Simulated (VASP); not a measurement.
# KCl: single point with r2SCAN

KCl:

```
CELL_PARAMETERS angstrom
3.77081 0.00000 0.00000
0.00000 3.77081 0.00000
0.00000 0.00000 3.77081
ATOMIC_POSITIONS crystal
K 0.00000 0.00000 0.00000
Cl 0.50000 0.50000 0.50000
```

```json
{
 "Program": "VASP 6.6.1",
 "Task": "single point",
 "Functional": "r2SCAN",
 "Potentials or basis": "VASP PAW PBE potentials, release 64 (K_sv, Cl)",
 "Cutoff": "520 eV",
 "k mesh": "4 × 4 × 4",
 "Occupations": "gaussian, width 0.01 eV",
 "Spin": "no spin polarisation",
 "Dipole correction": "no",
 "Further INCAR settings": "ALGO = Normal; EDIFF = 1e-06; NBANDS = 15"
}
```

- Pressure: 0.0 GPa
- Band gap on the k mesh: 5.81 eV, indirect (least direct gap 6.02 eV)

Levels at points of the mesh, in eV from the valence-band top:
```csv
k point,band 4,band 5,band 6,band 7,band 8,band 9,band 10,band 11,band 12,band 13
"(0.00, 0.00, 0.00)",-11.70,-11.70,-0.22,-0.22,-0.22,5.81,7.09,7.09,11.60,11.60
"(0.50, 0.00, 0.00)",-11.66,-11.56,-1.90,-0.23,-0.23,8.55,8.73,9.32,10.84,11.52
"(0.50, 0.50, 0.00)",-11.96,-11.63,-1.30,-1.30,0.00,6.86,8.08,9.73,9.73,12.69
"(0.50, 0.50, 0.50)",-11.89,-11.89,-1.45,-1.45,-1.45,9.67,9.67,9.67,10.96,10.96
```

It took 34 s on 1 thread of AMD EPYC 7R43 64-Core Processor (Zen 3) (shared host), peak memory 0.12 GiB.

Caveat: the PAW data sets were made with another functional, which shifts forces and pressure a little. r2SCAN opens gaps a little over a GGA but as a rule still falls short of measured ones.
